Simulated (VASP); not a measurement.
# Cs (I4/mmm) in VASP: notebook

Cs is run at these levels: PBE; tasks: single point.

All numbers are computed with VASP 6.6.1; they aren't measurements. Logs are shortened: lines on timing, memory, paths and dates and some standing lists are left out, and cuts for length are marked.

**1. The cell of the first run**

The structure is tetragonal, space group I4/mmm (No. 139). The conventional cell has a = 6.287 Å, b = 6.287 Å, c = 5.561 Å, α = 90.00°, β = 90.00°, γ = 90.00°.

**2. Single point, PBE (strain +0.040 along x and y, -0.080 along z)**

File INCAR:

```
ALGO = Fast ; EDIFF = 1E-7
ENCUT = 520 ; GGA = PE
ISIF = 2 ; ISMEAR = 0
LASPH = T ; LCHARG = F
LREAL = F ; LWAVE = F
NBANDS = 10 ; NELM = 100
PREC = Accurate ; SIGMA = 0.15
```

File KPOINTS:

```
k-points
0
Gamma
  12 12 12
```

File POSCAR:

```
Cs
1.0
   -3.1434000000      3.1434000000      2.7807000000
    3.1434000000     -3.1434000000      2.7807000000
    3.1434000000      3.1434000000     -2.7807000000
Cs
1
Direct
    0.0000000000      0.0000000000      0.0000000000
```

Potentials or basis: VASP PAW PBE potentials, release 64 (Cs_sv).

Launch:

```sh
cat potpaw_PBE.64/Cs_sv/POTCAR > POTCAR
mpirun -np 1 vasp_std > vasp.out
```

OUTCAR:

```text
EDIFF = 1E-7
   ENCUT = 520
   GGA = PE
   ISIF = 2
   ISMEAR = 0
   LASPH = T
   LREAL = F
   NELM = 100
   PREC = Accurate

 ion  position               nearest neighbor table
   1  0.000  0.000  0.000-

  LATTYP: Found a body centered tetragonal cell.
 ALAT       =     6.2868000000
 C/A-ratio  =     0.8846153846

  Lattice vectors:

 A1 = (  -3.1434000000,   3.1434000000,   2.7807000000)
 A2 = (   3.1434000000,  -3.1434000000,   2.7807000000)
 A3 = (   3.1434000000,   3.1434000000,  -2.7807000000)

Analysis of symmetry for initial positions (statically):
=====================================================================
 Subroutine PRICEL returns:
 Original cell was already a primitive cell.

 Routine SETGRP: Setting up the symmetry group for a
 body centered tetragonal supercell.

 Subroutine GETGRP returns: Found 16 space group operations
 (whereof 16 operations were pure point group operations)
 out of a pool of 16 trial point group operations.

The static configuration has the point symmetry D_4h.

Analysis of symmetry for dynamics (positions and initial velocities):
=====================================================================
 Subroutine PRICEL returns:
 Original cell was already a primitive cell.

 Routine SETGRP: Setting up the symmetry group for a
 body centered tetragonal supercell.

 Subroutine GETGRP returns: Found 16 space group operations
 (whereof 16 operations were pure point group operations)
 out of a pool of 16 trial point group operations.

The dynamic configuration has the point symmetry D_4h.

 Subroutine INISYM returns: Found 16 space group operations
 (whereof 16 operations are pure point group operations),
 and found     1 'primitive' translations

----------------------------------------------------------------------------------------

                                     Primitive cell

  volume of cell :     109.9040

  direct lattice vectors                    reciprocal lattice vectors
    -3.143400000  3.143400000  2.780700000     0.000000000  0.159063434  0.179810839
     3.143400000 -3.143400000  2.780700000     0.159063434  0.000000000  0.179810839
     3.143400000  3.143400000 -2.780700000     0.159063434  0.159063434  0.000000000

  length of vectors
     5.243493073  5.243493073  5.243493073     0.240068978  0.240068978  0.224949666

  position of ions in fractional coordinates (direct lattice)
     0.000000000  0.000000000  0.000000000

  ion indices of the primitive-cell ions
   primitive index   ion index
                 1           1

[... 77 lines left out ...]
   ISIF   =      2    stress and relaxation
   ISYM   =      2    0-nonsym 1-usesym 2-fastsym
   POTIM  = 0.5000    time-step for ionic-motion
   TEBEG  =    0.0;   TEEND  =   0.0 temperature during run
   PSTRESS=    0.0 pullay stress
   NELECT =       9.0000    total number of electrons
   NUPDOWN=      -1.0000    fix difference up-down
   EMIN   =  10.00;   EMAX   =-10.00  energy-range for DOS
   EFERMI =   0.00;   METHOD = LEGACY
   ISMEAR =     0;   SIGMA  =   0.15  broadening in eV -4-tet -1-fermi 0-gaus
   EFERMI_NEDOS =   21; number of points for ismear=-14 and -15
   IALGO  =     68    algorithm
   IMIX   =      4    mixing-type and parameters
     AMIX     =   0.40;   BMIX     =  1.00
     AMIX_MAG =   1.60;   BMIX_MAG =  1.00
  volume/ion in A,a.u.               =     109.90       741.67
  Fermi-wavevector in a.u.,A,eV,Ry     =   0.710915  1.343435  6.876392  0.505401
  Thomas-Fermi vector in A             =   1.797889
   LORBIT       =      0    0 simple, 1 ext, 2 COOP (PROOUT), +10 PAW based schemes
   GGA     = PE    functional components
   LHFCALC =     F    Hartree Fock is set to
   AEXX    =    0.0000 exact exchange contribution
   IVDW    =     0    specifies the selected vdW correction
   LEPSILON=     F    determine dielectric tensor
   LRPA    =     F    only Hartree local field effects (RPA)
 non-spin polarized calculation
 RMM-DIIS sequential band-by-band and
 Gauss-broadening in eV      SIGMA  =   0.15
  energy-cutoff  :      520.00
  volume of cell :      109.90
 maximum number of plane-waves:      3015
   NGX = 19   NGY = 19   NGZ = 19

 number of electron       9.0000000 magnetization

 Free energy of the ion-electron system (eV)
  ---------------------------------------------------
  ext. energy  EPLUGINS =         0.00000000
  ---------------------------------------------------
  free energy    TOTEN  =        -0.85217677 eV

  energy without entropy =       -0.83682194  energy(sigma->0) =       -0.84449935

 E-fermi :   0.5698     XC(G=0):  -5.5216

 val. band max:        0.5578593951   @ k =  -0.0833  -0.4167   0.0833
 cond. band min:       0.5735512488   @ k =   0.5000   0.5000   0.0833
 fundamental gap:      0.0156918538
 Fermi energy:         0.5698111777

 k-point     1 :       0.0000    0.0000    0.0000
  band No.  band energies     occupation
      1     -23.2652      2.00000
      2     -10.0018      2.00000
      3     -10.0018      2.00000
      4      -9.9979      2.00000
      5      -1.1538      2.00000
      6       2.7559      0.00000
      7       3.3210      0.00000
      8       3.3210      0.00000
      9       3.5765      0.00000
     10       4.3506      0.00000
[... 287 lines left out ...]
 k-point    24 :      -0.4167    0.1667   -0.0000
  band No.  band energies     occupation
      1     -23.2581      2.00000
      2     -10.1191      2.00000
      3     -10.0505      2.00000
      4     -10.0136      2.00000
      5       0.1438      1.99994
      6       1.9267      0.00000
      7       2.2073      0.00000
      8       3.7953      0.00000
      9       4.0562      0.00000
     10       4.5392      0.00000

 [... further k-points ...]

------------------------ aborting loop because EDIFF is reached ----------------------------------------

  FORCE on cell =-STRESS in cart. coord.  units (eV):
  Direction    XX          YY          ZZ          XY          YZ          ZX
  --------------------------------------------------------------------------------------
  -------------------------------------------------------------------------------------
  Total        0.0688127      0.0688127      0.1418220      0.0000000      0.0000000     -0.0000000
  in kB        1.0031491      1.0031491      2.0674774      0.0000000      0.0000000     -0.0000000
  external PRESSURE =       1.3579252 kB  Pullay stress =       0.0000000 kB

 VOLUME and BASIS-vectors are now :
 -----------------------------------------------------------------------------
  energy-cutoff  :      520.00
  volume of cell :      109.90
      direct lattice vectors                 reciprocal lattice vectors
    -3.143400000  3.143400000  2.780700000     0.000000000  0.159063434  0.179810839
     3.143400000 -3.143400000  2.780700000     0.159063434  0.000000000  0.179810839
     3.143400000  3.143400000 -2.780700000     0.159063434  0.159063434  0.000000000

 POSITION                                       TOTAL-FORCE (eV/Angst)
 -----------------------------------------------------------------------------------
      0.00000      0.00000      0.00000        -0.000000      0.000000     -0.000000
 -----------------------------------------------------------------------------------
    total drift:                               -0.000000     -0.000000     -0.000000

  FREE ENERGIE OF THE ION-ELECTRON SYSTEM (eV)
  ---------------------------------------------------
  free  energy   TOTEN  =        -0.8521767659 eV

  energy  without entropy=       -0.8368219421  energy(sigma->0) =       -0.84449935
```

It took 68 s on 1 thread of AMD EPYC 9R45 (Zen 5), shared host; peak memory 0.32 GiB.

What came out:

* Free energy: -0.8522 eV
* Pressure: 0.1 GPa

Stress tensor (GPa, compression positive):
```
0.10 0.00 0.00
0.00 0.10 0.00
0.00 0.00 0.21
```

Caveat: the cell differs from its parent crystal (strain +0.040 along x and y, -0.080 along z); spin-orbit coupling is left out, which moves the levels of the heavy elements.

**3. Single point, PBE (strain +0.040 along x and y, -0.040 along z)**

File INCAR:

```
SYSTEM = Cs
ALGO = Fast ; EDIFF = 1E-6
ENCUT = 520 ; GGA = PE
ISIF = 2 ; ISMEAR = 0
LASPH = .TRUE. ; LCHARG = .FALSE.
LREAL = .FALSE. ; LWAVE = .FALSE.
NBANDS = 10 ; NELM = 60
PREC = Accurate ; SIGMA = 0.15
```

File KPOINTS:

```
k-points
0
G
  12 12 12
  0 0 0
```

File POSCAR:

```
Cs
1.0
   -3.1434000000      3.1434000000      2.9016000000
    3.1434000000     -3.1434000000      2.9016000000
    3.1434000000      3.1434000000     -2.9016000000
Cs
1
Direct
    0.0000000000      0.0000000000      0.0000000000
```

Potentials or basis: VASP PAW PBE potentials, release 64 (Cs_sv).

Launch:

```sh
cat potpaw_PBE.64/Cs_sv/POTCAR > POTCAR
mpirun -np 1 vasp_std > vasp.out
```

OUTCAR:

```text
SYSTEM = Cs
   EDIFF = 1E-6
   ENCUT = 520
   GGA = PE
   ISIF = 2
   ISMEAR = 0
   LASPH = .TRUE.
   LREAL = .FALSE.
   NELM = 60
   PREC = Accurate

 ion  position               nearest neighbor table
   1  0.000  0.000  0.000-

  LATTYP: Found a body centered tetragonal cell.
 ALAT       =     6.2868000000
 C/A-ratio  =     0.9230769231

  Lattice vectors:

 A1 = (  -3.1434000000,   3.1434000000,   2.9016000000)
 A2 = (   3.1434000000,  -3.1434000000,   2.9016000000)
 A3 = (   3.1434000000,   3.1434000000,  -2.9016000000)

Analysis of symmetry for initial positions (statically):
=====================================================================
 Subroutine PRICEL returns:
 Original cell was already a primitive cell.

 Routine SETGRP: Setting up the symmetry group for a
 body centered tetragonal supercell.

 Subroutine GETGRP returns: Found 16 space group operations
 (whereof 16 operations were pure point group operations)
 out of a pool of 16 trial point group operations.

The static configuration has the point symmetry D_4h.

Analysis of symmetry for dynamics (positions and initial velocities):
=====================================================================
 Subroutine PRICEL returns:
 Original cell was already a primitive cell.

 Routine SETGRP: Setting up the symmetry group for a
 body centered tetragonal supercell.

 Subroutine GETGRP returns: Found 16 space group operations
 (whereof 16 operations were pure point group operations)
 out of a pool of 16 trial point group operations.

The dynamic configuration has the point symmetry D_4h.

 Subroutine INISYM returns: Found 16 space group operations
 (whereof 16 operations are pure point group operations),
 and found     1 'primitive' translations

----------------------------------------------------------------------------------------

                                     Primitive cell

  volume of cell :     114.6824

  direct lattice vectors                    reciprocal lattice vectors
    -3.143400000  3.143400000  2.901600000     0.000000000  0.159063434  0.172318721
     3.143400000 -3.143400000  2.901600000     0.159063434  0.000000000  0.172318721
     3.143400000  3.143400000 -2.901600000     0.159063434  0.159063434  0.000000000

  length of vectors
     5.308597713  5.308597713  5.308597713     0.234509952  0.234509952  0.224949666

  position of ions in fractional coordinates (direct lattice)
     0.000000000  0.000000000  0.000000000

  ion indices of the primitive-cell ions
   primitive index   ion index
                 1           1

----------------------------------------------------------------------------------------

 KPOINTS: k-points

Automatic generation of k-mesh.
 Grid dimensions read from file:
 generate k-points for:   12   12   12

 Generating k-lattice:

  Cartesian coordinates                     Fractional coordinates (reciprocal lattice)
     0.000000000  0.013255286  0.014359893     0.083333333  0.000000000 -0.000000000
     0.013255286  0.000000000  0.014359893     0.000000000  0.083333333 -0.000000000
     0.013255286  0.013255286  0.000000000     0.000000000  0.000000000  0.083333333

  Length of vectors
     0.019542496  0.019542496  0.018745806

  Shift w.r.t. Gamma in fractional coordinates (k-lattice)
     0.000000000  0.000000000  0.000000000

 Subroutine IBZKPT returns following result:
 ===========================================

 Found    163 irreducible k-points:

 Following reciprocal coordinates:
            Coordinates               Weight
  0.000000  0.000000  0.000000      1.000000
  0.083333  0.000000 -0.000000      8.000000
  0.166667  0.000000 -0.000000      8.000000
  0.250000 -0.000000  0.000000      8.000000
  0.333333  0.000000 -0.000000      8.000000
  0.416667  0.000000  0.000000      8.000000
[... 16 lines left out ...]
  0.500000  0.166667  0.000000     16.000000
 -0.416667  0.166667  0.000000     16.000000
 [... further k-points ...]
   k-points           NKPTS =    163   k-points in BZ     NKDIM =    163   number of bands    NBANDS=     10
   number of dos      NEDOS =    301   number of ions     NIONS =      1
   total plane-waves  NPLWV =  64000
   dimension x,y,z NGX =    40 NGY =   40 NGZ =   40
   dimension x,y,z NGXF=    80 NGYF=   80 NGZF=   80
   ions per type =               1
   NGX,Y,Z   is equivalent  to a cutoff of  12.53, 12.53, 12.53 a.u.
   NGXF,Y,Z  is equivalent  to a cutoff of  25.05, 25.05, 25.05 a.u.
 SYSTEM =  Cs
   PREC   = accura    normal or accurate (medium, high low for compatibility)
   ISTART =      0    job   : 0-new  1-cont  2-samecut
   ICHARG =      2    charge: 1-file 2-atom 10-const
   ISPIN  =      1    spin polarized calculation?
   LNONCOLLINEAR =      F non collinear calculations
   LSORBIT =      F    spin-orbit coupling
   LASPH  =      T    aspherical Exc in radial PAW
   ENCUT  =  520.0 eV  38.22 Ry    6.18 a.u.   9.87  9.87  9.87*2*pi/ulx,y,z
   NELM   =     60;   NELMIN=  2; NELMDL= -5     # of ELM steps
   EDIFF  = 0.1E-05   stopping-criterion for ELM
   LREAL  =      F    real-space projection
   EDIFFG = 0.1E-04   stopping-criterion for IOM
   NSW    =      0    number of steps for IOM
   IBRION =     -1    ionic relax: 0-MD 1-quasi-New 2-CG
   NFREE  =      0    steps in history (QN), initial steepest desc. (CG)
   ISIF   =      2    stress and relaxation
   ISYM   =      2    0-nonsym 1-usesym 2-fastsym
   POTIM  = 0.5000    time-step for ionic-motion
   TEBEG  =    0.0;   TEEND  =   0.0 temperature during run
   PSTRESS=    0.0 pullay stress
   NELECT =       9.0000    total number of electrons
   NUPDOWN=      -1.0000    fix difference up-down
   EMIN   =  10.00;   EMAX   =-10.00  energy-range for DOS
   EFERMI =   0.00;   METHOD = LEGACY
   ISMEAR =     0;   SIGMA  =   0.15  broadening in eV -4-tet -1-fermi 0-gaus
   EFERMI_NEDOS =   21; number of points for ismear=-14 and -15
   IALGO  =     68    algorithm
   IMIX   =      4    mixing-type and parameters
     AMIX     =   0.40;   BMIX     =  1.00
     AMIX_MAG =   1.60;   BMIX_MAG =  1.00
  volume/ion in A,a.u.               =     114.68       773.92
  Fermi-wavevector in a.u.,A,eV,Ry     =   0.700901  1.324511  6.684030  0.491262
  Thomas-Fermi vector in A             =   1.785181
   LORBIT       =      0    0 simple, 1 ext, 2 COOP (PROOUT), +10 PAW based schemes
   GGA     = PE    functional components
   LHFCALC =     F    Hartree Fock is set to
   AEXX    =    0.0000 exact exchange contribution
   IVDW    =     0    specifies the selected vdW correction
   LEPSILON=     F    determine dielectric tensor
   LRPA    =     F    only Hartree local field effects (RPA)
 non-spin polarized calculation
 RMM-DIIS sequential band-by-band and
 Gauss-broadening in eV      SIGMA  =   0.15
  energy-cutoff  :      520.00
  volume of cell :      114.68
 maximum number of plane-waves:      3112
   NGX = 19   NGY = 19   NGZ = 19

 number of electron       8.9999998 magnetization

 Free energy of the ion-electron system (eV)
  ---------------------------------------------------
  ext. energy  EPLUGINS =         0.00000000
  ---------------------------------------------------
  free energy    TOTEN  =        -0.85630173 eV

  energy without entropy =       -0.84074704  energy(sigma->0) =       -0.84852439

 E-fermi :   0.4603     XC(G=0):  -5.4136

 val. band max:        0.4538436193   @ k =   0.5000   0.2500  -0.0000
 cond. band min:       0.4619424565   @ k =  -0.4167   0.4167   0.1667
 fundamental gap:      0.0080988373
 Fermi energy:         0.4603054554

 k-point     1 :       0.0000    0.0000    0.0000
  band No.  band energies     occupation
      1     -23.3952      2.00000
      2     -10.1384      2.00000
      3     -10.1384      2.00000
      4     -10.1368      2.00000
      5      -1.2199      2.00000
      6       2.7415      0.00000
      7       3.0888      0.00000
      8       3.0888      0.00000
      9       3.5650      0.00000
     10       4.0505      0.00000
[... 287 lines left out ...]
 k-point    24 :      -0.4167    0.1667    0.0000
  band No.  band energies     occupation
      1     -23.3895      2.00000
      2     -10.2415      2.00000
      3     -10.1802      2.00000
      4     -10.1483      2.00000
      5       0.0388      1.99993
      6       1.8063      0.00000
      7       2.0889      0.00000
      8       3.6266      0.00000
      9       3.9351      0.00000
     10       4.3139      0.00000

 [... further k-points ...]

------------------------ aborting loop because EDIFF is reached ----------------------------------------

  FORCE on cell =-STRESS in cart. coord.  units (eV):
  Direction    XX          YY          ZZ          XY          YZ          ZX
  --------------------------------------------------------------------------------------
  -------------------------------------------------------------------------------------
  Total        0.0103334      0.0103334      0.0410295      0.0000000     -0.0000000      0.0000000
  in kB        0.1443639      0.1443639      0.5732049      0.0000000     -0.0000000      0.0000000
  external PRESSURE =       0.2873109 kB  Pullay stress =       0.0000000 kB

 VOLUME and BASIS-vectors are now :
 -----------------------------------------------------------------------------
  energy-cutoff  :      520.00
  volume of cell :      114.68
      direct lattice vectors                 reciprocal lattice vectors
    -3.143400000  3.143400000  2.901600000     0.000000000  0.159063434  0.172318721
     3.143400000 -3.143400000  2.901600000     0.159063434  0.000000000  0.172318721
     3.143400000  3.143400000 -2.901600000     0.159063434  0.159063434  0.000000000

 POSITION                                       TOTAL-FORCE (eV/Angst)
 -----------------------------------------------------------------------------------
      0.00000      0.00000      0.00000        -0.000000      0.000000     -0.000000
 -----------------------------------------------------------------------------------
    total drift:                               -0.000000      0.000000      0.000000

  FREE ENERGIE OF THE ION-ELECTRON SYSTEM (eV)
  ---------------------------------------------------
  free  energy   TOTEN  =        -0.8563017305 eV

  energy  without entropy=       -0.8407470422  energy(sigma->0) =       -0.84852439
```

It took 51 s on 1 thread of AMD EPYC 9R45 (Zen 5), shared host; peak memory 0.32 GiB.

Results:

```yaml
Free_energy: -0.8563 eV
Pressure: 0.0 GPa
```

Caveat: the cell differs from its parent crystal (strain +0.040 along x and y, -0.040 along z); spin-orbit coupling is left out, which moves the levels of the heavy elements.

[end of part 1 of 2]
